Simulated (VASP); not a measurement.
# Ti (P6_3/mmc) in VASP: a series of runs

Ti is run at these levels: r2SCAN, PBE; tasks: electric field gradients.

All numbers are computed with VASP 6.6.1; they aren't measurements. Logs are shortened: lines on timing, memory, paths and dates and some standing lists are left out, and cuts for length are marked.

### Step 1. The cell of the first run

Symmetry: P6_3/mmc, No. 194, hexagonal system. Conventional cell: a = 2.950 Å, b = 2.950 Å, c = 4.686 Å, α = 90.00°, β = 90.00°, γ = 120.00°. Within 3.8 Å of Ti (site symmetry -6m2) lie 12 Ti at 2.90 to 2.95 Å.

### Step 2. Electric field gradients, r2SCAN

The input, POSCAR:

```
Ti
1.0
    2.9499978604      0.0000000000      0.0000000000
   -1.4749989302      2.5547730882      0.0000000000
    0.0000000000      0.0000000000      4.6860000000
Ti
2
Direct
    0.3333333333      0.6666666667      0.2500000000
    0.6666666667      0.3333333333      0.7500000000
```

The input, INCAR.step1:

```
PREC     = Accurate       # precision mode
ENCUT    = 520            # plane-wave cutoff, eV
ISMEAR   = -1             # smearing method
SIGMA    = 0.08           # smearing width, eV
LREAL    = False          # projectors in reciprocal space
LASPH    = True           # aspherical terms in the spheres
NELM     = 100            # most SCF steps
NBANDS   = 19             # bands
GGA      = PE             # functional
ALGO     = Normal         # electronic algorithm
EDIFF    = 1E-4           # SCF threshold, eV
LWAVE    = True           # write WAVECAR
LCHARG   = False          # write CHGCAR
```

The input, INCAR.step2:

```
PREC     = Accurate       # precision mode
ENCUT    = 520            # plane-wave cutoff, eV
EDIFF    = 1E-8           # SCF threshold, eV
ISMEAR   = -1             # smearing method
SIGMA    = 0.08           # smearing width, eV
LREAL    = False          # projectors in reciprocal space
LASPH    = True           # aspherical terms in the spheres
NELM     = 100            # most SCF steps
ALGO     = Normal         # electronic algorithm
ISIF     = 2              # what is computed and relaxed
LWAVE    = False          # write WAVECAR
LCHARG   = False          # write CHGCAR
METAGGA  = R2SCAN         # meta-GGA
LMIXTAU  = True         
LEFG     = True         
NBANDS   = 19             # bands
ISTART   = 1
```

The input, KPOINTS:

```
Automatic mesh
0
Gamma
  13 13 7
```

Potentials or basis: VASP PAW PBE potentials, release 64 (Ti_sv).

Launch:

```sh
> cat potpaw_PBE.64/Ti_sv/POTCAR > POTCAR
> cp INCAR.step1 INCAR
> mpirun -np 1 vasp_std > vasp.out
> cp INCAR.step2 INCAR
> mpirun -np 1 vasp_std > vasp.out
```

OUTCAR:

```text
PREC = Accurate
   ENCUT = 520
   EDIFF = 1E-8
   ISMEAR = -1
   LREAL = False
   LASPH = True
   NELM = 100
   ISIF = 2
   METAGGA = R2SCAN
   ISTART = 1

 ion  position               nearest neighbor table
   1  0.333  0.667  0.250-   2 2.90   2 2.90   2 2.90   2 2.90   2 2.90   2 2.90
   2  0.667  0.333  0.750-   1 2.90   1 2.90   1 2.90   1 2.90   1 2.90   1 2.90

  LATTYP: Found a hexagonal cell.
 ALAT       =     2.9499978604
 C/A-ratio  =     1.5884757284

  Lattice vectors:

 A1 = (   2.9499978604,   0.0000000000,   0.0000000000)
 A2 = (  -1.4749989302,   2.5547730882,   0.0000000000)
 A3 = (   0.0000000000,   0.0000000000,   4.6860000000)

Analysis of symmetry for initial positions (statically):
=====================================================================
 Subroutine PRICEL returns:
 Original cell was already a primitive cell.

 Routine SETGRP: Setting up the symmetry group for a
 hexagonal supercell.

 Subroutine GETGRP returns: Found 24 space group operations
 (whereof 12 operations were pure point group operations)
 out of a pool of 24 trial point group operations.

The static configuration has the point symmetry D_3d.
 The point group associated with its full space group is D_6h.

Analysis of symmetry for dynamics (positions and initial velocities):
=====================================================================
 Subroutine PRICEL returns:
 Original cell was already a primitive cell.

 Routine SETGRP: Setting up the symmetry group for a
 hexagonal supercell.

 Subroutine GETGRP returns: Found 24 space group operations
 (whereof 12 operations were pure point group operations)
 out of a pool of 24 trial point group operations.

The dynamic configuration has the point symmetry D_3d.
 The point group associated with its full space group is D_6h.

 Subroutine INISYM returns: Found 24 space group operations
 (whereof 12 operations are pure point group operations),
 and found     1 'primitive' translations

----------------------------------------------------------------------------------------

                                     Primitive cell

  volume of cell :      35.3164

  direct lattice vectors                    reciprocal lattice vectors
     2.949997860  0.000000000  0.000000000     0.338983297  0.195712098  0.000000000
    -1.474998930  2.554773088  0.000000000     0.000000000  0.391424195  0.000000000
     0.000000000  0.000000000  4.686000000     0.000000000  0.000000000  0.213401622

  length of vectors
     2.949997860  2.949997860  4.686000000     0.391424195  0.391424195  0.213401622

  position of ions in fractional coordinates (direct lattice)
     0.333333333  0.666666667  0.250000000
     0.666666667  0.333333333  0.750000000

  ion indices of the primitive-cell ions
   primitive index   ion index
                 1           1
                 2           2

----------------------------------------------------------------------------------------

 KPOINTS: Automatic mesh

Automatic generation of k-mesh.
 Grid dimensions read from file:
 generate k-points for:   13   13    7

 Generating k-lattice:

  Cartesian coordinates                     Fractional coordinates (reciprocal lattice)
     0.026075638  0.015054777  0.000000000     0.076923077  0.000000000  0.000000000
     0.000000000  0.030109553  0.000000000     0.000000000  0.076923077  0.000000000
     0.000000000  0.000000000  0.030485946     0.000000000  0.000000000  0.142857143

  Length of vectors
     0.030109553  0.030109553  0.030485946

  Shift w.r.t. Gamma in fractional coordinates (k-lattice)
     0.000000000  0.000000000  0.000000000

 Subroutine IBZKPT returns following result:
 ===========================================

 Found     84 irreducible k-points:

 Following reciprocal coordinates:
            Coordinates               Weight
  0.000000  0.000000  0.000000      1.000000
  0.076923  0.000000  0.000000      6.000000
  0.153846  0.000000  0.000000      6.000000
  0.230769  0.000000  0.000000      6.000000
  0.307692  0.000000  0.000000      6.000000
  0.384615  0.000000  0.000000      6.000000
[... 16 lines left out ...]
  0.076923  0.000000  0.142857     12.000000
  0.153846  0.000000  0.142857     12.000000
 [... further k-points ...]
   k-points           NKPTS =     84   k-points in BZ     NKDIM =     84   number of bands    NBANDS=     19
   number of dos      NEDOS =    301   number of ions     NIONS =      2
   total plane-waves  NPLWV =  20736
   dimension x,y,z NGX =    24 NGY =   24 NGZ =   36
   dimension x,y,z NGXF=    48 NGYF=   48 NGZF=   72
   ions per type =               2
   NGX,Y,Z   is equivalent  to a cutoff of  13.53, 13.53, 12.77 a.u.
   NGXF,Y,Z  is equivalent  to a cutoff of  27.05, 27.05, 25.54 a.u.
 SYSTEM =  unknown system
   PREC   = accura    normal or accurate (medium, high low for compatibility)
   ISTART =      1    job   : 0-new  1-cont  2-samecut
   ICHARG =      0    charge: 1-file 2-atom 10-const
   ISPIN  =      1    spin polarized calculation?
   LNONCOLLINEAR =      F non collinear calculations
   LSORBIT =      F    spin-orbit coupling
   LASPH  =      T    aspherical Exc in radial PAW
   ENCUT  =  520.0 eV  38.22 Ry    6.18 a.u.   5.49  5.49  8.71*2*pi/ulx,y,z
   NELM   =    100;   NELMIN=  2; NELMDL=  0     # of ELM steps
   EDIFF  = 0.1E-07   stopping-criterion for ELM
   LREAL  =      F    real-space projection
   EDIFFG = 0.1E-06   stopping-criterion for IOM
   NSW    =      0    number of steps for IOM
   IBRION =     -1    ionic relax: 0-MD 1-quasi-New 2-CG
   NFREE  =      0    steps in history (QN), initial steepest desc. (CG)
   ISIF   =      2    stress and relaxation
   ISYM   =      2    0-nonsym 1-usesym 2-fastsym
   POTIM  = 0.5000    time-step for ionic-motion
   TEBEG  =    0.0;   TEEND  =   0.0 temperature during run
   PSTRESS=    0.0 pullay stress
   NELECT =      24.0000    total number of electrons
   NUPDOWN=      -1.0000    fix difference up-down
   EMIN   =  10.00;   EMAX   =-10.00  energy-range for DOS
   EFERMI =   0.00;   METHOD = LEGACY
   ISMEAR =    -1;   SIGMA  =   0.08  broadening in eV -4-tet -1-fermi 0-gaus
   EFERMI_NEDOS =   21; number of points for ismear=-14 and -15
   IALGO  =     38    algorithm
   IMIX   =      4    mixing-type and parameters
     AMIX     =   0.40;   BMIX     =  1.00
     AMIX_MAG =   1.60;   BMIX_MAG =  1.00
  volume/ion in A,a.u.               =      17.66       119.16
  Fermi-wavevector in a.u.,A,eV,Ry     =   1.439306  2.719894 28.185854  2.071602
  Thomas-Fermi vector in A             =   2.558176
   LORBIT       =      0    0 simple, 1 ext, 2 COOP (PROOUT), +10 PAW based schemes
   METAGGA = R2SCAN    functional components
   LHFCALC =     F    Hartree Fock is set to
   AEXX    =    0.0000 exact exchange contribution
   IVDW    =     0    specifies the selected vdW correction
   LEPSILON=     F    determine dielectric tensor
   LRPA    =     F    only Hartree local field effects (RPA)
 non-spin polarized calculation
  energy-cutoff  :      520.00
  volume of cell :       35.32
 maximum number of plane-waves:       975
 NGX is ok and might be reduce to    24
   NGX = 11   NGY = 11   NGZ = 17

 number of electron      24.0000001 magnetization

 Free energy of the ion-electron system (eV)
  ---------------------------------------------------
  ext. energy  EPLUGINS =         0.00000000
  ---------------------------------------------------
  free energy    TOTEN  =       -25.91684851 eV

  energy without entropy =      -25.87616398  energy(sigma->0) =      -25.89650625

 E-fermi :   8.2124     XC(G=0): -12.3118

 val. band max:        8.1911126679   @ k =   0.1538   0.0000   0.4286
 cond. band min:       8.2212033033   @ k =   0.0769   0.0000   0.1429
 fundamental gap:      0.0300906354
 Fermi energy:         8.2123658755

 k-point     1 :       0.0000    0.0000    0.0000
  band No.  band energies     occupation
      1     -51.0441      2.00000
      2     -50.9112      2.00000
      3     -26.5815      2.00000
      4     -25.9493      2.00000
      5     -25.9492      2.00000
      6     -25.8870      2.00000
[... 11 lines left out ...]
     18      10.0339      0.00000
     19      11.5443      0.00000

 k-point     2 :       0.0769    0.0000    0.0000
  band No.  band energies     occupation
      1     -51.0383      2.00000
      2     -50.9089      2.00000
      3     -26.5686      2.00000
      4     -25.9757      2.00000
      5     -25.9580      2.00000
      6     -25.8923      2.00000
[... 11 lines left out ...]
     18       9.9382      0.00000
     19      11.5946      0.00000

 k-point     3 :       0.1538    0.0000    0.0000
  band No.  band energies     occupation
      1     -51.0221      2.00000
      2     -50.9027      2.00000
      3     -26.5315      2.00000
      4     -26.0497      2.00000
      5     -25.9818      2.00000
      6     -25.9557      2.00000
[... 11 lines left out ...]
     18      10.0050      0.00000
     19      11.7040      0.00000

 k-point     4 :       0.2308    0.0000    0.0000
  band No.  band energies     occupation
      1     -50.9983      2.00000
      2     -50.8948      2.00000
      3     -26.4749      2.00000
      4     -26.1551      2.00000
      5     -26.0583      2.00000
      6     -26.0139      2.00000
[... 407 lines left out ...]
     18      10.2123      0.00000
     19      11.5522      0.00000

 k-point    23 :       0.0769    0.0000    0.1429
  band No.  band energies     occupation
      1     -51.0320      2.00000
      2     -50.9154      2.00000
      3     -26.5371      2.00000
      4     -25.9704      2.00000
      5     -25.9530      2.00000
      6     -25.9364      2.00000
[... 11 lines left out ...]
     18      10.1540      0.00000
     19      11.5929      0.00000

 k-point    24 :       0.1538    0.0000    0.1429
  band No.  band energies     occupation
      1     -51.0162      2.00000
      2     -50.9087      2.00000
      3     -26.5053      2.00000
      4     -26.0425      2.00000
      5     -25.9922      2.00000
      6     -25.9761      2.00000
[... 11 lines left out ...]
     18      10.1331      0.00000
     19      11.6800      0.00000

 [... further k-points ...]
[... 5 lines left out ...]
  --------------------------------------------------------------------------------------
  -------------------------------------------------------------------------------------
  Total       -0.3648746     -0.3648746     -0.5022766      0.0000000     -0.0000000     -0.0000000
  in kB      -16.5530453    -16.5530453    -22.7864787      0.0000000     -0.0000000     -0.0000000
  external PRESSURE =     -18.6308564 kB  Pullay stress =       0.0000000 kB

 VOLUME and BASIS-vectors are now :
 -----------------------------------------------------------------------------
  energy-cutoff  :      520.00
  volume of cell :       35.32
      direct lattice vectors                 reciprocal lattice vectors
     2.949997860  0.000000000  0.000000000     0.338983297  0.195712098  0.000000000
    -1.474998930  2.554773088  0.000000000     0.000000000  0.391424195  0.000000000
     0.000000000  0.000000000  4.686000000     0.000000000  0.000000000  0.213401622

 POSITION                                       TOTAL-FORCE (eV/Angst)
 -----------------------------------------------------------------------------------
     -0.00000      1.70318      1.17150        -0.000000     -0.000000      0.000000
      1.47500      0.85159      3.51450         0.000000      0.000000      0.000000
 -----------------------------------------------------------------------------------
    total drift:                               -0.000000      0.000000     -0.000000

  FREE ENERGIE OF THE ION-ELECTRON SYSTEM (eV)
  ---------------------------------------------------
  free  energy   TOTEN  =       -25.9168485150 eV

  energy  without entropy=      -25.8761639827  energy(sigma->0) =      -25.89650625

 Electric field gradients (V/A^2)
---------------------------------------------------------------------
 ion       V_xx      V_yy      V_zz      V_xy      V_xz      V_yz
---------------------------------------------------------------------
   1      -8.176    -8.176    16.351    -0.000     0.000    -0.000
   2      -8.176    -8.176    16.351    -0.000    -0.000     0.000
---------------------------------------------------------------------

 Electric field gradients after diagonalization (V/A^2)
 (convention: |V_zz| > |V_xx| > |V_yy|)
----------------------------------------------------------------------
 ion       V_xx      V_yy      V_zz     asymmetry (V_yy - V_xx)/ V_zz
----------------------------------------------------------------------
   1      -8.176    -8.175    16.351       0.000
   2      -8.176    -8.175    16.351       0.000
----------------------------------------------------------------------

           NMR quadrupolar parameters

 Cq : quadrupolar parameter    Cq=e*Q*V_zz/h
 eta: asymmetry parameters     (V_yy - V_xx)/ V_zz
 Q  : nuclear electric quadrupole moment in mb (millibarn)
----------------------------------------------------------------------
 ion       Cq(MHz)       eta       Q (mb)
----------------------------------------------------------------------
   1       0.040       0.000       1.000
   2       0.040       0.000       1.000
----------------------------------------------------------------------
```

Wall time 3.9 min (1 thread of Intel Xeon Platinum 8488C (Sapphire Rapids), shared host); peak memory 0.19 GiB.

What came out:

```
Free energy            : -25.9168 eV
Pressure               : -1.9 GPa
Band gap on the k mesh : zero (band 12 reaches 9.08 eV, above the bottom of band 13 at 7.85 eV)
```

Electric field gradients, principal values (V/Å²):
| atom | least | middle | greatest (by size) |
| --- | --- | --- | --- |
| 1 Ti | -8.175 | -8.176 | 16.351 |
| 2 Ti | -8.175 | -8.176 | 16.351 |

Caveat: without QUAD_EFG the Cq values of the log hold for a quadrupole moment of 1 mb, not for the nuclei; the PAW data sets were made with another functional, which shifts forces and pressure a little.

### Step 3. Electric field gradients, PBE (zz strain of +2 %)

The input, INCAR:

```
PREC = Accurate
ENCUT = 520
EDIFF = 1E-8
ISMEAR = -1
SIGMA = 0.08
LREAL = False
LASPH = True
NELM = 60
ALGO = Normal
ISIF = 2
LWAVE = False
LCHARG = False
GGA = PE
LEFG = True
NBANDS = 19
```

KPOINTS is that of step 2.

Changes to POSCAR since step 2:

```diff
@@ -4,3 +4,3 @@
    -1.4749989302      2.5547730882      0.0000000000
-    0.0000000000      0.0000000000      4.6860000000
+    0.0000000000      0.0000000000      4.7797200000
 Ti
```

Potentials or basis: VASP PAW PBE potentials, release 64 (Ti_sv).

Launch:

```sh
> cat potpaw_PBE.64/Ti_sv/POTCAR > POTCAR
> mpirun -np 1 vasp_std > vasp.out
```

OUTCAR:

```text
PREC = Accurate
   ENCUT = 520
   EDIFF = 1E-8
   ISMEAR = -1
   LREAL = False
   LASPH = True
   NELM = 60
   ISIF = 2
   GGA = PE

 ion  position               nearest neighbor table
   1  0.333  0.667  0.250-
   2  0.667  0.333  0.750-

  LATTYP: Found a hexagonal cell.
 ALAT       =     2.9499978604
 C/A-ratio  =     1.6202452429

  Lattice vectors:

 A1 = (   2.9499978604,   0.0000000000,   0.0000000000)
 A2 = (  -1.4749989302,   2.5547730882,   0.0000000000)
 A3 = (   0.0000000000,   0.0000000000,   4.7797200000)
[... 739 lines left out ...]

  FREE ENERGIE OF THE ION-ELECTRON SYSTEM (eV)
  ---------------------------------------------------
  free  energy   TOTEN  =       -15.6745035856 eV

  energy  without entropy=      -15.6242475126  energy(sigma->0) =      -15.64937555

 Electric field gradients (V/A^2)
---------------------------------------------------------------------
 ion       V_xx      V_yy      V_zz      V_xy      V_xz      V_yz
---------------------------------------------------------------------
   1      -6.035    -6.035    12.070    -0.000     0.000    -0.000
   2      -6.035    -6.035    12.070    -0.000    -0.000     0.000
---------------------------------------------------------------------

 Electric field gradients after diagonalization (V/A^2)
 (convention: |V_zz| > |V_xx| > |V_yy|)
----------------------------------------------------------------------
 ion       V_xx      V_yy      V_zz     asymmetry (V_yy - V_xx)/ V_zz
----------------------------------------------------------------------
   1      -6.035    -6.035    12.070       0.000
   2      -6.035    -6.035    12.070       0.000
----------------------------------------------------------------------

           NMR quadrupolar parameters

 Cq : quadrupolar parameter    Cq=e*Q*V_zz/h
 eta: asymmetry parameters     (V_yy - V_xx)/ V_zz
 Q  : nuclear electric quadrupole moment in mb (millibarn)
----------------------------------------------------------------------
 ion       Cq(MHz)       eta       Q (mb)
----------------------------------------------------------------------
   1       0.029       0.000       1.000
   2       0.029       0.000       1.000
----------------------------------------------------------------------
```

Wall time 20 s (1 thread of Intel Xeon 6975P-C (Granite Rapids), shared host); peak memory 0.18 GiB.

Results:

- Free energy: -15.6745 eV
- Pressure: -3.8 GPa
- Band gap on the k mesh: zero (band 12 reaches 8.68 eV, above the bottom of band 13 at 7.65 eV)

Stress tensor (GPa, compression positive):
```
-3.01  0.00  0.00
 0.00 -3.01  0.00
 0.00  0.00 -5.45
```

Levels at points of the mesh, in eV from the Fermi level:
| k point | band 10 | band 11 | band 12 | band 13 | band 14 | band 15 |
| --- | --- | --- | --- | --- | --- | --- |
| (0.00, 0.00, 0.00) | -2.60 | 0.50 | 0.74 | 0.80 | 0.80 | 1.23 |

Electric field gradients, principal values (V/Å²):
| atom | least | middle | greatest (by size) |
| --- | --- | --- | --- |
| 1 Ti | -6.035 | -6.035 | 12.070 |
| 2 Ti | -6.035 | -6.035 | 12.070 |

Caveat: the cell differs from its parent crystal (zz strain of +2 %); without QUAD_EFG the Cq values of the log hold for a quadrupole moment of 1 mb, not for the nuclei.
